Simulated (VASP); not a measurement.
The system is W.

```
CELL_PARAMETERS angstrom
-1.61338 1.61338 1.61338
1.61338 -1.61338 1.61338
1.61338 1.61338 -1.61338
ATOMIC_POSITIONS crystal
W 0.00000 0.00000 0.00000
```

Base run:

| Quantity | Value |
| --- | --- |
| Program | VASP 6.6.1 |
| Functional | LDA |
| Potentials or basis | VASP PAW LDA potentials, release 64 (W_sv) |
| Cutoff | 520 eV |
| k mesh | 12 × 12 × 12 |
| Occupations | fermi-dirac, width 0.05 eV |
| Spin | non-collinear spin, zero start, spin-orbit coupling |
| Starting moments | [[0.0, 0.0, 0.0]] μB |

Its results: pressure -21.5 GPa.

Task: The run is repeated on the same cell with these changes: spin from non-collinear spin, zero start, spin-orbit coupling to no spin polarisation; further incar settings from ALGO = Normal; EDIFF = 1e-06; NBANDS = 25 to ALGO = Normal; EDIFF = 1e-06; NBANDS = 13. What comes out?

Result: Pressure -22.7 GPa.
